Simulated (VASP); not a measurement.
Here is a VASP 6.6.1 calculation.

File INCAR:

```
  PREC = Accurate
  ENCUT = 520
  EDIFF = 1E-6
  ISMEAR = -1
  SIGMA = 0.02
  LREAL = False
  LASPH = True
  NELM = 100
  ALGO = Normal
  ISIF = 2
  LWAVE = False
  LCHARG = True
  GGA = PE
  LELF = True
  LVHAR = True
  NBANDS = 17
```

The input KPOINTS:

```
Automatic mesh
0
Gamma
  8 8 8
```

File POSCAR:

```
SnO
1.0
    3.2747148374      0.0000000000      0.0000000000
    0.0000000000      3.2747148374      0.0000000000
    0.0000000000      0.0000000000      3.0105895988
Sn O
1 1
Direct
    0.0000000000      0.0000000000      0.0000000000
    0.5000000000      0.5000000000      0.5000000000
```

Potentials or basis: VASP PAW PBE potentials, release 64 (Sn_d, O).

Command:

```bash
$ cat potpaw_PBE.64/Sn_d/POTCAR potpaw_PBE.64/O/POTCAR > POTCAR
$ mpirun -np 1 vasp_std > vasp.out
```

(1) Estimate the pressure.

(2) Estimate the band gap on the k mesh.

## Answers

(1) -4.3 GPa.

(2) zero (band 10 reaches 7.40 eV, above the bottom of band 11 at 6.69 eV).

Caveat: the cell differs from its parent crystal (epitaxial xy strain +5.5%); spin-orbit coupling is left out, which moves the levels of the heavy elements.
